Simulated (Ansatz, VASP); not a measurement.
**One calculation of Ba, two programs**

The input POSCAR:

```
Ba
1.0
   -2.5556595394      2.5556595394      2.5556595394
    2.5556595394     -2.5556595394      2.5556595394
    2.5556595394      2.5556595394     -2.5556595394
Ba
1
Direct
    0.0000000000      0.0000000000      0.0000000000
```

Contents of INCAR.step1:

```
SYSTEM = Ba
ALGO = Normal
EDIFF = 1E-4
ENCUT = 520
GGA = PE
ISMEAR = -1
LASPH = .TRUE.
LCHARG = .FALSE.
LREAL = .FALSE.
LWAVE = .TRUE.
NBANDS = 11
NELM = 100
PREC = Accurate
SIGMA = 0.05
```

INCAR.step2

```
SYSTEM = Ba
ALGO = Normal
EDIFF = 1E-6
ENCUT = 520
ISIF = 2
ISMEAR = -1
ISTART = 1
LASPH = .TRUE.
LCHARG = .TRUE.
LELF = .TRUE.
LMIXTAU = .TRUE.
LREAL = .FALSE.
LVHAR = .TRUE.
LWAVE = .FALSE.
METAGGA = R2SCAN
NBANDS = 11
NELM = 100
PREC = Accurate
SIGMA = 0.05
```

The input KPOINTS:

```
k-points
0
G
  8 8 8
  0 0 0
```

Contents of input.yaml:

```yaml
crystal:
  lattice:
    - [-2.5556595394, 2.5556595394, 2.5556595394]
    - [2.5556595394, -2.5556595394, 2.5556595394]
    - [2.5556595394, 2.5556595394, -2.5556595394]
  atoms:
    - { symbol: Ba, position: [0.0, 0.0, 0.0] }
hamiltonian:
  xc: r2scan
  pseudopotentials: { kind: paw }
kpoints:
  mp_grid: { grid: [8, 8, 8] }
scf:
  occupations: { method: fermi_dirac, width: 0.05 }
output:
  forces: true
  stress: true
  eigenvalues: true
  write_density: true
  write_potential: true
  elf: true
  volumetric_format: npy
```

Alike in both runs: task single point; functional r2SCAN; k mesh 8 × 8 × 8; occupations fermi-dirac, width 0.05 eV; no spin polarisation.

|  | VASP | Ansatz |
| --- | --- | --- |
| version | VASP 6.6.1 | Ansatz 0.2.0 |
| potentials or method | VASP PAW PBE potentials, release 64 (Ba_sv) | Ansatz PAW |
| plane-wave cutoff (eV) | 520 | 500 |
| valence electrons in the cell | 10 | 10 |

```csv
,VASP,Ansatz,Ansatz less VASP
gap on the k mesh at the Fermi level (eV),none,none,-
pressure (GPa),-0.2,-0.3,-0.04
```

VASP's potentials were made for PBE, not for r2SCAN. A gap of «none» marks a metal or a gap that the smearing closes. The functional is the same, so the differences come from potentials, cutoffs and numerics.

Spin-orbit coupling is off throughout.
